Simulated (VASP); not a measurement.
Wanted: the native input for a VASP 6.6.1 run.

```
Task                   : single point
Functional             : PBE
Potentials or basis    : VASP PAW PBE potentials, release 64 (W_sv, Br)
Cutoff                 : 520 eV
k mesh                 : 3 × 3 × 3
Occupations            : gaussian, width 0.1 eV
Spin                   : no spin polarisation
Dipole correction      : no
Further INCAR settings : ALGO = Normal; EDIFF = 1e-06; NBANDS = 32
```

The structure of W2Br3 lies in POSCAR:

```
W2Br3
1.0
    4.0507548300      2.3387043900      3.2271376300
   -4.0507548300      2.3387043900      3.2271376300
    0.0000000000     -4.6774087800      3.2271376300
W Br
2 3
Direct
    0.8187567600      0.8187567600      0.8187567600
    0.1812432400      0.1812432400      0.1812432400
    0.0000000000      0.5000000000      0.0000000000
    0.0000000000      0.0000000000      0.5000000000
    0.5000000000      0.0000000000      0.0000000000
```

The cell was built from a structure type or drawn by symmetry, and may not be a known phase.

One way to write it, as run:

INCAR

```
  ALGO = Normal
  EDIFF = 1E-6
  ENCUT = 520
  GGA = PE
  ISIF = 2
  ISMEAR = 0
  LASPH = True
  LCHARG = False
  LREAL = False
  LWAVE = False
  NBANDS = 32
  NELM = 60
  PREC = Accurate
  SIGMA = 0.1
```

KPOINTS

```
k-points
0
Gamma
  3 3 3
```

Potentials or basis: VASP PAW PBE potentials, release 64 (W_sv, Br).

Run with:

```bash
$ cat potpaw_PBE.64/W_sv/POTCAR potpaw_PBE.64/Br/POTCAR > POTCAR
$ mpirun -np 1 vasp_std > vasp.out
```

It gave:

The pressure is 1.7 GPa, the largest force is 2.087 eV/Å and the band gap on the k mesh is zero (an odd number of electrons rules out a gap without spin polarisation).

Caveat: the k points lie up to 0.37 Å⁻¹ apart, too coarse for converged energies and pressures of a metal; spin-orbit coupling is left out, which moves the levels of the heavy elements; an odd number of electrons without spin polarisation forces a metal; a magnetic or distorted state may lie lower.

It took 45 s on 1 thread of Oxide Virtual Turin-like Processor, with other jobs on the host, peak memory 0.22 GiB.
